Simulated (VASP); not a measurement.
# CdS (I4mm) in VASP: further runs

Runs on CdS. Level: r2SCAN. Tasks: single point.

Program: VASP 6.6.1. These are calculated values, not measurements. Logs are shortened: lines on timing, memory, paths and dates and some standing lists are left out, and cuts for length are marked.

### Step 1. The cell of the first run

Symmetry: I4mm, No. 107, tetragonal system. The conventional cell has a = 3.888 Å, b = 3.888 Å, c = 5.499 Å, α = 90.00°, β = 90.00°, γ = 90.00°. Within 3.4 Å of Cd (site symmetry 4mm) lie 6 S at 2.59 to 2.91 Å. S (site symmetry 4mm) has 6 Cd at 2.59 to 2.91 Å within 3.4 Å.

### Step 2. Single point, r2SCAN

Contents of POSCAR:

```
CdS
1.0
    0.0000000000      2.7495395470      2.7495395470
    2.7495395470      0.0000000000      2.7495395470
    2.7495395470      2.7495395470      0.0000000000
Cd S
1 1
Direct
   -0.0063692780      0.0063692780      0.0063692780
    0.5223330012      0.4776669988      0.4776669988
```

Contents of INCAR.step1:

```
SYSTEM = CdS
ALGO = Normal
EDIFF = 1E-4
ENCUT = 520
GGA = PE
ISMEAR = 0
LASPH = .True.
LCHARG = .False.
LREAL = .False.
LWAVE = .True.
NBANDS = 16
NELM = 80
PREC = Accurate
SIGMA = 0.05
```

Contents of INCAR.step2:

```
SYSTEM = CdS
ALGO = Normal
EDIFF = 1E-6
ENCUT = 520
ISIF = 2
ISMEAR = 0
ISTART = 1
LASPH = .True.
LCHARG = .False.
LMIXTAU = .True.
LREAL = .False.
LWAVE = .False.
METAGGA = R2SCAN
NBANDS = 16
NELM = 80
PREC = Accurate
SIGMA = 0.05
```

Contents of KPOINTS:

```
k-points
0
Gamma
  8 8 8
  0 0 0
```

Potentials or basis: VASP PAW PBE potentials, release 64 (Cd, S).

Started as:

```sh
> cat potpaw_PBE.64/Cd/POTCAR potpaw_PBE.64/S/POTCAR > POTCAR
> cp INCAR.step1 INCAR
> mpirun -np 1 vasp_std > vasp.out
> cp INCAR.step2 INCAR
> mpirun -np 1 vasp_std > vasp.out
```

OUTCAR:

```text
SYSTEM = CdS
   EDIFF = 1E-6
   ENCUT = 520
   ISIF = 2
   ISMEAR = 0
   ISTART = 1
   LASPH = .True.
   LREAL = .False.
   METAGGA = R2SCAN
   NELM = 80
   PREC = Accurate

 ion  position               nearest neighbor table
   1  0.994  0.006  0.006-   2 2.59   2 2.75   2 2.75   2 2.75   2 2.75   2 2.91
   2  0.522  0.478  0.478-   1 2.59   1 2.75   1 2.75   1 2.75   1 2.75   1 2.91

  LATTYP: Found a face centered cubic cell.
 ALAT       =     5.4990790940

  Lattice vectors:

 A1 = (   0.0000000000,   2.7495395470,   2.7495395470)
 A2 = (   2.7495395470,   0.0000000000,   2.7495395470)
 A3 = (   2.7495395470,   2.7495395470,   0.0000000000)

Analysis of symmetry for initial positions (statically):
=====================================================================
 Subroutine PRICEL returns:
 Original cell was already a primitive cell.

 Routine SETGRP: Setting up the symmetry group for a
 face centered cubic supercell.

 Subroutine GETGRP returns: Found  8 space group operations
 (whereof  8 operations were pure point group operations)
 out of a pool of 48 trial point group operations.

The static configuration has the point symmetry C_4v.

Analysis of symmetry for dynamics (positions and initial velocities):
=====================================================================
 Subroutine PRICEL returns:
 Original cell was already a primitive cell.

 Routine SETGRP: Setting up the symmetry group for a
 face centered cubic supercell.

 Subroutine GETGRP returns: Found  8 space group operations
 (whereof  8 operations were pure point group operations)
 out of a pool of 48 trial point group operations.

The dynamic configuration has the point symmetry C_4v.

 Subroutine INISYM returns: Found  8 space group operations
 (whereof  8 operations are pure point group operations),
 and found     1 'primitive' translations

----------------------------------------------------------------------------------------

                                     Primitive cell

  volume of cell :      41.5729

  direct lattice vectors                    reciprocal lattice vectors
     0.000000000  2.749539547  2.749539547    -0.181848630  0.181848630  0.181848630
     2.749539547  0.000000000  2.749539547     0.181848630 -0.181848630  0.181848630
     2.749539547  2.749539547  0.000000000     0.181848630  0.181848630 -0.181848630

  length of vectors
     3.888436118  3.888436118  3.888436118     0.314971067  0.314971067  0.314971067

  position of ions in fractional coordinates (direct lattice)
     0.993630722  0.006369278  0.006369278
     0.522333001  0.477666999  0.477666999

  ion indices of the primitive-cell ions
   primitive index   ion index
                 1           1
                 2           2

----------------------------------------------------------------------------------------

 KPOINTS: k-points

Automatic generation of k-mesh.
 Grid dimensions read from file:
 generate k-points for:    8    8    8

 Generating k-lattice:

  Cartesian coordinates                     Fractional coordinates (reciprocal lattice)
    -0.022731079  0.022731079  0.022731079     0.125000000  0.000000000  0.000000000
     0.022731079 -0.022731079  0.022731079     0.000000000  0.125000000  0.000000000
     0.022731079  0.022731079 -0.022731079     0.000000000  0.000000000  0.125000000

  Length of vectors
     0.039371383  0.039371383  0.039371383

  Shift w.r.t. Gamma in fractional coordinates (k-lattice)
     0.000000000  0.000000000  0.000000000

 Subroutine IBZKPT returns following result:
 ===========================================

 Found     59 irreducible k-points:

 Following reciprocal coordinates:
            Coordinates               Weight
  0.000000  0.000000  0.000000      1.000000
  0.125000  0.000000  0.000000      8.000000
  0.250000  0.000000  0.000000      8.000000
  0.375000  0.000000  0.000000      8.000000
  0.500000  0.000000  0.000000      4.000000
  0.125000  0.125000  0.000000      4.000000
[... 16 lines left out ...]
  0.000000  0.375000  0.250000      8.000000
  0.500000  0.250000  0.000000     16.000000
 [... further k-points ...]
   k-points           NKPTS =     59   k-points in BZ     NKDIM =     59   number of bands    NBANDS=     16
   number of dos      NEDOS =    301   number of ions     NIONS =      2
   total plane-waves  NPLWV =  27000
   dimension x,y,z NGX =    30 NGY =   30 NGZ =   30
   dimension x,y,z NGXF=    60 NGYF=   60 NGZF=   60
   ions per type =               1   1
   NGX,Y,Z   is equivalent  to a cutoff of  12.83, 12.83, 12.83 a.u.
   NGXF,Y,Z  is equivalent  to a cutoff of  25.65, 25.65, 25.65 a.u.
 SYSTEM =  CdS
   PREC   = accura    normal or accurate (medium, high low for compatibility)
   ISTART =      1    job   : 0-new  1-cont  2-samecut
   ICHARG =      0    charge: 1-file 2-atom 10-const
   ISPIN  =      1    spin polarized calculation?
   LNONCOLLINEAR =      F non collinear calculations
   LSORBIT =      F    spin-orbit coupling
   LASPH  =      T    aspherical Exc in radial PAW
   ENCUT  =  520.0 eV  38.22 Ry    6.18 a.u.   7.23  7.23  7.23*2*pi/ulx,y,z
   NELM   =     80;   NELMIN=  2; NELMDL=  0     # of ELM steps
   EDIFF  = 0.1E-05   stopping-criterion for ELM
   LREAL  =      F    real-space projection
   EDIFFG = 0.1E-04   stopping-criterion for IOM
   NSW    =      0    number of steps for IOM
   IBRION =     -1    ionic relax: 0-MD 1-quasi-New 2-CG
   NFREE  =      0    steps in history (QN), initial steepest desc. (CG)
   ISIF   =      2    stress and relaxation
   ISYM   =      2    0-nonsym 1-usesym 2-fastsym
   POTIM  = 0.5000    time-step for ionic-motion
   TEBEG  =    0.0;   TEEND  =   0.0 temperature during run
   PSTRESS=    0.0 pullay stress
   NELECT =      18.0000    total number of electrons
   NUPDOWN=      -1.0000    fix difference up-down
   EMIN   =  10.00;   EMAX   =-10.00  energy-range for DOS
   EFERMI =   0.00;   METHOD = LEGACY
   ISMEAR =     0;   SIGMA  =   0.05  broadening in eV -4-tet -1-fermi 0-gaus
   EFERMI_NEDOS =   21; number of points for ismear=-14 and -15
   IALGO  =     38    algorithm
   IMIX   =      4    mixing-type and parameters
     AMIX     =   0.40;   BMIX     =  1.00
     AMIX_MAG =   1.60;   BMIX_MAG =  1.00
  volume/ion in A,a.u.               =      20.79       140.27
  Fermi-wavevector in a.u.,A,eV,Ry     =   1.238499  2.340424 20.869705  1.533880
  Thomas-Fermi vector in A             =   2.373022
   LORBIT       =      0    0 simple, 1 ext, 2 COOP (PROOUT), +10 PAW based schemes
   METAGGA = R2SCAN    functional components
   LHFCALC =     F    Hartree Fock is set to
   AEXX    =    0.0000 exact exchange contribution
   IVDW    =     0    specifies the selected vdW correction
   LEPSILON=     F    determine dielectric tensor
   LRPA    =     F    only Hartree local field effects (RPA)
 non-spin polarized calculation
 Gauss-broadening in eV      SIGMA  =   0.05
  energy-cutoff  :      520.00
  volume of cell :       41.57
 maximum number of plane-waves:      1139
 NGX is ok and might be reduce to    30
   NGX = 15   NGY = 15   NGZ = 15

 number of electron      17.9999998 magnetization

 Free energy of the ion-electron system (eV)
  ---------------------------------------------------
  ext. energy  EPLUGINS =         0.00000000
  ---------------------------------------------------
  free energy    TOTEN  =       -29.50046435 eV

  energy without entropy =      -29.50046435  energy(sigma->0) =      -29.50046435

 E-fermi :   2.7362     XC(G=0): -10.8663

 val. band max:        2.4866567370   @ k =   0.0000  -0.2500   0.1250
 cond. band min:       3.2723303030   @ k =   0.5000   0.5000   0.0000
 fundamental gap:      0.7856735661
 Fermi energy:         2.7362493267

 k-point     1 :       0.0000    0.0000    0.0000
  band No.  band energies     occupation
      1     -10.6752      2.00000
      2      -5.3537      2.00000
      3      -5.3212      2.00000
      4      -5.3212      2.00000
      5      -5.3022      2.00000
      6      -5.3001      2.00000
[... 8 lines left out ...]
     15      14.5243      0.00000
     16      14.8360      0.00000

 k-point     2 :       0.1250    0.0000    0.0000
  band No.  band energies     occupation
      1     -10.5449      2.00000
      2      -5.4004      2.00000
      3      -5.3540      2.00000
      4      -5.3229      2.00000
      5      -5.2851      2.00000
      6      -5.2821      2.00000
[... 8 lines left out ...]
     15      13.4584      0.00000
     16      14.3585      0.00000

 k-point     3 :       0.2500    0.0000    0.0000
  band No.  band energies     occupation
      1     -10.1983      2.00000
      2      -5.5028      2.00000
      3      -5.4606      2.00000
      4      -5.3642      2.00000
      5      -5.2171      2.00000
      6      -5.2161      2.00000
[... 8 lines left out ...]
     15      13.9385      0.00000
     16      14.1464      0.00000

 k-point     4 :       0.3750    0.0000    0.0000
  band No.  band energies     occupation
      1      -9.7891      2.00000
      2      -5.5894      2.00000
      3      -5.5637      2.00000
      4      -5.4555      2.00000
      5      -5.1472      2.00000
      6      -5.1470      2.00000
[... 8 lines left out ...]
     15      15.2309      0.00000
     16      15.2428      0.00000

 k-point     5 :       0.5000    0.0000    0.0000
  band No.  band energies     occupation
      1      -9.5930      2.00000
      2      -5.6084      2.00000
      3      -5.6052      2.00000
      4      -5.5303      2.00000
      5      -5.1182      2.00000
      6      -5.1175      2.00000
[... 8 lines left out ...]
     15      16.1748      0.00000
     16      16.1935      0.00000

 k-point     6 :       0.1250    0.1250    0.0000
  band No.  band energies     occupation
      1     -10.5086      2.00000
      2      -5.4158      2.00000
      3      -5.3446      2.00000
      4      -5.3226      2.00000
      5      -5.2819      2.00000
      6      -5.2738      2.00000
[... 8 lines left out ...]
     15      15.1756      0.00000
     16      15.8959      0.00000

 k-point     7 :       0.0000    0.1250    0.1250
  band No.  band energies     occupation
      1     -10.5072      2.00000
      2      -5.4474      2.00000
      3      -5.3233      2.00000
      4      -5.2932      2.00000
      5      -5.2932      2.00000
      6      -5.2849      2.00000
[... 8 lines left out ...]
     15      15.4752      0.00000
     16      15.9185      0.00000

 k-point     8 :       0.2500    0.1250    0.0000
  band No.  band energies     occupation
      1     -10.2537      2.00000
      2      -5.4821      2.00000
      3      -5.3973      2.00000
      4      -5.3448      2.00000
      5      -5.2383      2.00000
      6      -5.2097      2.00000
[... 8 lines left out ...]
     15      15.0392      0.00000
     16      15.6090      0.00000

 k-point     9 :       0.0000    0.2500    0.1250
  band No.  band energies     occupation
      1     -10.2515      2.00000
      2      -5.5180      2.00000
      3      -5.3529      2.00000
      4      -5.3502      2.00000
      5      -5.2460      2.00000
      6      -5.2094      2.00000
[... 8 lines left out ...]
     15      15.0827      0.00000
     16      15.6582      0.00000
[... 172 lines left out ...]
 k-point    19 :       0.0000   -0.1250    0.1250
  band No.  band energies     occupation
      1     -10.3500      2.00000
      2      -5.4356      2.00000
      3      -5.4352      2.00000
      4      -5.3254      2.00000
      5      -5.2722      2.00000
      6      -5.2205      2.00000
[... 8 lines left out ...]
     15      14.5819      0.00000
     16      15.3628      0.00000

 k-point    20 :       0.2500    0.2500    0.0000
  band No.  band energies     occupation
      1     -10.1414      2.00000
      2      -5.4298      2.00000
      3      -5.3968      2.00000
      4      -5.2932      2.00000
      5      -5.2011      2.00000
      6      -5.1969      2.00000
[... 8 lines left out ...]
     15      15.9932      0.00000
     16      17.9792      0.00000

 k-point    21 :       0.0000    0.2500    0.2500
  band No.  band energies     occupation
      1     -10.1387      2.00000
      2      -5.4722      2.00000
      3      -5.3744      2.00000
      4      -5.2483      2.00000
      5      -5.2121      2.00000
      6      -5.2121      2.00000
[... 8 lines left out ...]
     15      16.0587      0.00000
     16      18.0045      0.00000

 k-point    22 :       0.3750    0.2500    0.0000
  band No.  band energies     occupation
      1      -9.9205      2.00000
      2      -5.4232      2.00000
      3      -5.3397      2.00000
      4      -5.3094      2.00000
      5      -5.1323      2.00000
      6      -5.1180      2.00000
[... 8 lines left out ...]
     15      16.6131      0.00000
     16      17.8669      0.00000

 k-point    23 :       0.0000    0.3750    0.2500
  band No.  band energies     occupation
      1      -9.9196      2.00000
      2      -5.3953      2.00000
      3      -5.3450      2.00000
      4      -5.3071      2.00000
      5      -5.1390      2.00000
      6      -5.1289      2.00000
[... 8 lines left out ...]
     15      16.6371      0.00000
     16      17.9209      0.00000

 k-point    24 :       0.5000    0.2500    0.0000
  band No.  band energies     occupation
      1      -9.7093      2.00000
      2      -5.4767      2.00000
      3      -5.3868      2.00000
      4      -5.2663      2.00000
      5      -5.0954      2.00000
      6      -4.9667      2.00000
[... 8 lines left out ...]
     15      16.7519      0.00000
     16      18.1731      0.00000

 [... further k-points ...]
[... 5 lines left out ...]
  --------------------------------------------------------------------------------------
  -------------------------------------------------------------------------------------
  Total        0.2082387     -0.4217504     -0.4217504     -0.0000000      0.0000000      0.0000000
  in kB        8.0253144    -16.2538455    -16.2538455     -0.0000000      0.0000000      0.0000000
  external PRESSURE =      -8.1607922 kB  Pullay stress =       0.0000000 kB

 VOLUME and BASIS-vectors are now :
 -----------------------------------------------------------------------------
  energy-cutoff  :      520.00
  volume of cell :       41.57
      direct lattice vectors                 reciprocal lattice vectors
     0.000000000  2.749539547  2.749539547    -0.181848630  0.181848630  0.181848630
     2.749539547  0.000000000  2.749539547     0.181848630 -0.181848630  0.181848630
     2.749539547  2.749539547  0.000000000     0.181848630  0.181848630 -0.181848630

 POSITION                                       TOTAL-FORCE (eV/Angst)
 -----------------------------------------------------------------------------------
      0.03503      2.74954      2.74954        -0.293015      0.000000      0.000000
      2.62673      2.74954      2.74954         0.293015      0.000000      0.000000
 -----------------------------------------------------------------------------------
    total drift:                               -0.000048      0.000002      0.000002

  FREE ENERGIE OF THE ION-ELECTRON SYSTEM (eV)
  ---------------------------------------------------
  free  energy   TOTEN  =       -29.5004643456 eV

  energy  without entropy=      -29.5004643456  energy(sigma->0) =      -29.50046435
```

Wall time 90 s (1 thread of Intel Xeon 6975P-C (Granite Rapids), shared host); peak memory 0.19 GiB.

Results:

* Free energy: -29.5005 eV
* Pressure: -0.8 GPa
* Largest force: 0.293 eV/Å
* Band gap on the k mesh: 0.79 eV, indirect (least direct gap 2.15 eV)

Forces in eV/Å, atoms in the order of the input:
```
Cd  -0.293  0.000  0.000
S    0.293  0.000  0.000
```

Caveat: the PAW data sets were made with another functional, which shifts forces and pressure a little.

(Part 1 of 2 ends here.)
